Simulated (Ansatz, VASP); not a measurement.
**One calculation of Ga, two programs**

```xyz
2
Lattice="1.3692 -3.9862 0.0000 1.3692 3.9862 0.0000 -0.1163 0.0000 3.3299" Properties=species:S:1:pos:R:3 pbc="T T T"
Ga    1.3401   -2.9418    0.8325
Ga    1.2820    2.9418    2.4974
```

Change from the starting cell: equal xx and yy strain of -1 %.

Alike in both runs: task single point; functional PBE; k mesh 14 × 14 × 11; occupations fermi-dirac, width 0.03 eV; no spin polarisation.

|  | VASP | Ansatz |
| --- | --- | --- |
| version | VASP 6.6.1 | Ansatz 0.2.0 |
| potentials or method | VASP PAW PBE potentials, release 64 (Ga_d), cutoff 520 eV | all-electron LAPW, scalar-relativistic |

|  | VASP | Ansatz | Ansatz less VASP |
| --- | --- | --- | --- |
| pressure (GPa) | 3.2 | 3.0 | -0.16 |
| traceless stress, the component that is largest in VASP (GPa) | -0.64 | -0.61 | +0.025 |
| rms of the force components (eV/Å) | 0.106 | 0.106 | -0.0006 |

Atom by atom the forces differ by 0.001 eV/Å (rms over components). Ansatz ran all-electron here, and VASP with PAW potentials.
